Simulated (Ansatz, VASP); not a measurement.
## Zn3C in VASP and in Ansatz

```xyz
8
Lattice="7.2096 0.0000 0.0000 -3.6048 6.2437 0.0000 0.0000 0.0000 2.5793" Properties=species:S:1:pos:R:3 pbc="T T T"
Zn    2.0945    1.2093    1.9345
Zn    5.1151    1.2093    1.9345
Zn    3.6048    3.8252    1.9345
Zn    1.5103    5.0344    0.6448
Zn   -1.5103    5.0344    0.6448
Zn    0.0000    2.4186    0.6448
C     3.6048    2.0812    0.6448
C     0.0000    4.1625    1.9345
```

Change from the starting cell: species swapped into the Pm3Pr type (P6_3/mmc, No. 194).

Alike in both runs: functional PBE; k mesh 6 × 6 × 14; occupations gaussian, width 0.1 eV; no spin polarisation.

Ansatz relaxed the structure, and its values are those at the end. VASP's run is a single point on that final structure, the one shown.

|  | VASP | Ansatz |
| --- | --- | --- |
| version | VASP 6.6.1 | Ansatz 0.2.0 |
| potentials or method | VASP PAW PBE potentials, release 64 (Zn, C), cutoff 520 eV | scalar-relativistic, plane waves, PAW |
| valence electrons in the cell | 80 | 80 |

VASP gave:

* gap on the k mesh at the Fermi level (eV): none
* pressure (GPa): 0.5
* rms of the force components (eV/Å): 0.015

**Question.** Estimate Ansatz's values.

**Answer.** gap on the k mesh at the Fermi level (eV): none; pressure (GPa): 0.0; rms of the force components (eV/Å): 0.000.

A gap of «none» marks a metal or a gap that the smearing closes. The functional is the same, so the differences come from potentials, cutoffs and numerics.
